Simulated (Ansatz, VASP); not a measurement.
# Ti2W3 in VASP and in Ansatz

```
CELL_PARAMETERS angstrom
1.58864 -2.27893 -0.03291
4.76419 2.27856 0.03240
1.58321 0.16874 11.35910
ATOMIC_POSITIONS crystal
Ti 0.44636 0.38728 0.39307
Ti 0.94556 0.88699 0.39304
Ti 0.05391 0.11279 0.60692
Ti 0.55419 0.61293 0.60697
W 0.00002 0.00001 0.00000
W 0.49997 0.50000 0.00000
W 0.22283 0.19408 0.19555
W 0.72284 0.69407 0.19555
W 0.27715 0.30592 0.80445
W 0.77716 0.80593 0.80446
```

Change from the starting cell: cell x2, atoms moved at random (sigma 0.05 Å) and cell strained at random (1.5 %), then relaxed without symmetry.

Alike in both runs: functional PBE; k mesh 8 × 4 × 2; occupations gaussian, width 0.2 eV; no spin polarisation.

Ansatz relaxed the structure, and its values are those at the end. VASP's run is a single point on that final structure, the one shown.

|  | VASP | Ansatz |
| --- | --- | --- |
| version | VASP 6.6.1 | Ansatz 0.2.0 |
| potentials or method | VASP PAW PBE potentials, release 64 (Ti_sv, W_sv), cutoff 520 eV | scalar-relativistic, plane waves, PAW |
| valence electrons in the cell | 132 | 132 |

Ansatz gave:

| Property | Result |
| --- | --- |
| gap on the k mesh at the Fermi level (eV) | none |
| pressure (GPa) | -0.1 |
| rms of the force components (eV/Å) | 0.004 |

Q: Which values does VASP return?

A: gap on the k mesh at the Fermi level (eV): none; pressure (GPa): 0.6; rms of the force components (eV/Å): 0.014.

A gap of «none» marks a metal or a gap that the smearing closes.

Spin-orbit coupling is off throughout.
